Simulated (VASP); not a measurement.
Here is a VASP 6.6.1 calculation.

File INCAR:

```
SYSTEM = SrO
PREC     = Accurate       ! precision mode
ENCUT    = 520            ! plane-wave cutoff, eV
EDIFF    = 1E-6           ! SCF threshold, eV
ISMEAR   = 0              ! smearing method
SIGMA    = 0.02           ! smearing width, eV
LREAL    = .False.        ! projectors in reciprocal space
LASPH    = .True.         ! aspherical terms in the spheres
NELM     = 60             ! most SCF steps
ALGO     = Normal         ! electronic algorithm
ISIF     = 2              ! what is computed and relaxed
LWAVE    = .False.        ! write WAVECAR
LCHARG   = .False.        ! write CHGCAR
GGA      = PE             ! functional
NBANDS   = 15             ! bands
```

KPOINTS

```
regular mesh
0
Gamma
  8 8 8
  0 0 0
```

File POSCAR:

```
SrO
1.0
    0.0000000000      2.4697833840      2.4697833840
    2.4697833840      0.0000000000      2.4697833840
    2.4697833840      2.4697833840      0.0000000000
Sr O
1 1
Direct
    0.0000000000      0.0000000000      0.0000000000
    0.5000000000      0.5000000000      0.5000000000
```

Potentials or basis: VASP PAW PBE potentials, release 64 (Sr_sv, O).

Command:

```bash
$ cat potpaw_PBE.64/Sr_sv/POTCAR potpaw_PBE.64/O/POTCAR > POTCAR
$ mpirun -np 1 vasp_std > vasp.out
```

Question: Estimate the pressure.

Answer: 19.0 GPa.

Question: Predict the band gap on the k mesh.

Answer: 3.14 eV, direct.

Caveat: the cell differs from its parent crystal (strained). A k mesh can miss the band edges.
